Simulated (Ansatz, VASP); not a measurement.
# One calculation of HfPt2, two programs

```
Hf Pt
1.0
     4.61177    0.00000    0.00000
    -2.30589    3.99391    0.00000
     0.00000    0.00000    2.82247
Hf Pt
1 2
Cartesian
  0.0000 0.0000 0.0000
  0.0000 2.6626 1.4112
  2.3059 1.3313 1.4112
```

Alike in both runs: functional PBE; k mesh 6 × 6 × 6; occupations gaussian, width 0.1 eV; no spin polarisation.

Ansatz relaxed the structure, and its values are those at the end. VASP's run is a single point on that final structure, the one shown.

|  | VASP | Ansatz |
| --- | --- | --- |
| version | VASP 6.6.1 | Ansatz 0.2.0 |
| potentials or method | VASP PAW PBE potentials, release 64 (Hf_pv, Pt), cutoff 520 eV | scalar-relativistic, plane waves, PAW |
| valence electrons in the cell | 30 | 62 |

|  | VASP | Ansatz | Ansatz less VASP |
| --- | --- | --- | --- |
| gap on the k mesh at the Fermi level (eV) | none | none | - |
| pressure (GPa) | -1.0 | -0.1 | +0.97 |

A gap of «none» marks a metal or a gap that the smearing closes. VASP's potentials hold 30 valence electrons a cell and Ansatz's 62, so a difference there can come from the potentials and not from the codes.

The k mesh is coarse, so the values compare programs but aren't converged. Neither program's run includes spin-orbit coupling.
